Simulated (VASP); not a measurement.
Write the native input for VASP 6.6.1 that does the following.

```
Task                   : single point
Functional             : r2SCAN
Potentials or basis    : VASP PAW PBE potentials, release 64 (Si, Mo_sv)
Cutoff                 : 520 eV
k mesh                 : 18 × 18 × 18
Occupations            : gaussian, width 0.1 eV
Spin                   : no spin polarisation
Dipole correction      : no
Further INCAR settings : ALGO = Normal; EDIFF = 1e-07; NBANDS = 18
```

The system is Si2Mo.

```
CELL_PARAMETERS angstrom
-1.58326 1.58326 3.87691
1.58326 -1.58326 3.87691
1.58326 1.58326 -3.87691
ATOMIC_POSITIONS crystal
Si 0.33486 0.33486 0.00000
Si 0.66514 0.66514 0.00000
Mo 0.00000 0.00000 0.00000
```

This cell differs from its parent crystal: volume scaled by 0.97, then relaxed in part.

These files were run (other wordings do the same):

POSCAR

```
Si2Mo
1.0
   -1.5832589371      1.5832589371      3.8769062739
    1.5832589371     -1.5832589371      3.8769062739
    1.5832589371      1.5832589371     -3.8769062739
Si Mo
2 1
Direct
    0.3348555837      0.3348555837      0.0000000000
    0.6651444163      0.6651444163      0.0000000000
    0.0000000000      0.0000000000      0.0000000000
```

INCAR.step1

```
SYSTEM = Si2Mo
  PREC = Accurate
  ENCUT = 520
  ISMEAR = 0
  SIGMA = 0.1
  LREAL = .FALSE.
  LASPH = .TRUE.
  NELM = 100
  NBANDS = 18
  GGA = PE
  ALGO = Normal
  EDIFF = 1E-4
  LWAVE = .TRUE.
  LCHARG = .FALSE.
```

INCAR.step2

```
SYSTEM = Si2Mo
  PREC = Accurate
  ENCUT = 520
  EDIFF = 1E-7
  ISMEAR = 0
  SIGMA = 0.1
  LREAL = .FALSE.
  LASPH = .TRUE.
  NELM = 100
  ALGO = Normal
  ISIF = 2
  LWAVE = .FALSE.
  LCHARG = .FALSE.
  METAGGA = R2SCAN
  LMIXTAU = .TRUE.
  NBANDS = 18
  ISTART = 1
```

KPOINTS

```
Automatic mesh
0
G
  18 18 18
  0 0 0
```

Potentials or basis: VASP PAW PBE potentials, release 64 (Si, Mo_sv).

The run is started by

```console
$ cat potpaw_PBE.64/Si/POTCAR potpaw_PBE.64/Mo_sv/POTCAR > POTCAR
$ cp INCAR.step1 INCAR
$ mpirun -np 1 vasp_std > vasp.out
$ cp INCAR.step2 INCAR
$ mpirun -np 1 vasp_std > vasp.out
```

It gave:

```
Pressure               : 7.5 GPa
Largest force          : 0.019 eV/Å
Band gap on the k mesh : zero (band 11 reaches 13.27 eV, above the bottom of band 12 at 12.22 eV)
```

Caveat: the PAW data sets were made with another functional, which shifts forces and pressure a little.

Run time: 31 min on 1 thread of AMD EPYC 9R45 96-Core Processor (Zen 5), with other jobs on the host, peak memory 0.43 GiB.
